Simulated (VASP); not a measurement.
Crystal: Sn.

```
CELL_PARAMETERS angstrom
3.54434 0.00000 0.00000
-1.77217 3.06949 0.00000
0.00000 0.00000 3.31174
ATOMIC_POSITIONS crystal
Sn 0.00000 0.00000 0.00000
```

This isn't the form of Sn at room conditions, which is tetragonal (white tin).

- Program: VASP 6.6.1
- Task: relaxation of cell and atoms
- Functional: PBE
- Potentials or basis: VASP PAW PBE potentials, release 64 (Sn_d)
- Cutoff: 500 eV
- k mesh: 6 × 6 × 6
- Occupations: gaussian, width 0.1 eV
- Spin: no spin polarisation

At the start: pressure -6.6 GPa; volume 36.03 Å³/atom.

Problem. Where does the relaxation end?

Solution. Over 5 steps the energy falls by 216.1 meV/atom and the volume is 28.75 Å³/atom (-20.2 %); space group P6/mmm (No. 191, to 0.1 Å) before and after.

The path:
| step | energy change (eV) | largest force (eV/Å) | pressure (GPa) | volume (Å³) |
| --- | --- | --- | --- | --- |
| 1 | 0.0000 | 0.0000 | -6.58 | 36.03 |
| 2 | -0.2146 | 0.0000 | -0.02 | 28.82 |
| 3 | -0.2148 | 0.0000 | -0.29 | 28.97 |
| 4 | -0.2160 | 0.0000 | 0.02 | 28.68 |
| 5 | -0.2161 | 0.0000 | -0.06 | 28.75 |

Final structure:
```xyz
1
Lattice="3.2329 0.0000 0.0000 -1.6165 2.7998 0.0000 0.0000 0.0000 3.1763" Properties=species:S:1:pos:R:3 pbc="T T T"
Sn    0.0000    0.0000    0.0000
```

Caveat: the volume moved by over 15 % at a fixed basis, so the end points are rough.
